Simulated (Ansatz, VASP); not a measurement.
# CoO: VASP beside Ansatz

INCAR

```
ALGO     = Normal         # electronic algorithm
EDIFF    = 1E-6           # SCF threshold, eV
ENCUT    = 520            # plane-wave cutoff, eV
GGA      = PE             # functional
ISIF     = 2              # what is computed and relaxed
ISMEAR   = 0              # smearing method
LASPH    = T              # aspherical terms in the spheres
LCHARG   = F              # write CHGCAR
LREAL    = F              # projectors in reciprocal space
LWAVE    = F              # write WAVECAR
NBANDS   = 14             # bands
NELM     = 100            # most SCF steps
PREC     = Accurate       # precision mode
SIGMA    = 0.1            # smearing width, eV
```

Contents of KPOINTS:

```
k-points
0
Gamma
  16 16 16
```

POSCAR

```
CoO
1.0
    0.0000000000      2.2499728228      2.2499728228
    2.2499728228      0.0000000000      2.2499728228
    2.2499728228      2.2499728228      0.0000000000
Co O
1 1
Direct
    0.0000000000      0.0000000000      0.0000000000
    0.2500000000      0.2500000000      0.2500000000
```

Input for Ansatz:

```yaml
crystal:
  lattice:
    - [0.0, 2.2499728228, 2.2499728228]
    - [2.2499728228, 0.0, 2.2499728228]
    - [2.2499728228, 2.2499728228, 0.0]
  atoms:
    - { symbol: Co, position: [0.0, 0.0, 0.0] }
    - { symbol: O, position: [0.25, 0.25, 0.25] }
basis:
  ecutwfc: 420
kpoints:
  mp_grid: { grid: [16, 16, 16] }
hamiltonian:
  xc: pbe
scf:
  occupations: { method: gaussian, width: 0.1 }
  lower_state_search: "off"
output:
  forces: true
  stress: true
  eigenvalues: true
```

Alike in both runs: task single point; functional PBE; k mesh 16 × 16 × 16; occupations gaussian, width 0.1 eV; no spin polarisation.

```csv
,VASP,Ansatz
version,VASP 6.6.1,Ansatz 0.2.0
potentials or method,"VASP PAW PBE potentials, release 64 (Co, O), cutoff 520 eV","scalar-relativistic, plane waves, PAW"
valence electrons in the cell,15,23
```

|  | VASP | Ansatz | Ansatz less VASP |
| --- | --- | --- | --- |
| gap on the k mesh at the Fermi level (eV) | none | none | - |
| pressure (GPa) | -13.9 | -14.2 | -0.31 |

A gap of «none» marks a metal or a gap that the smearing closes. The functional is the same, so the differences come from potentials, cutoffs and numerics. VASP's potentials hold 15 valence electrons a cell and Ansatz's 23, so a difference there can come from the potentials and not from the codes.
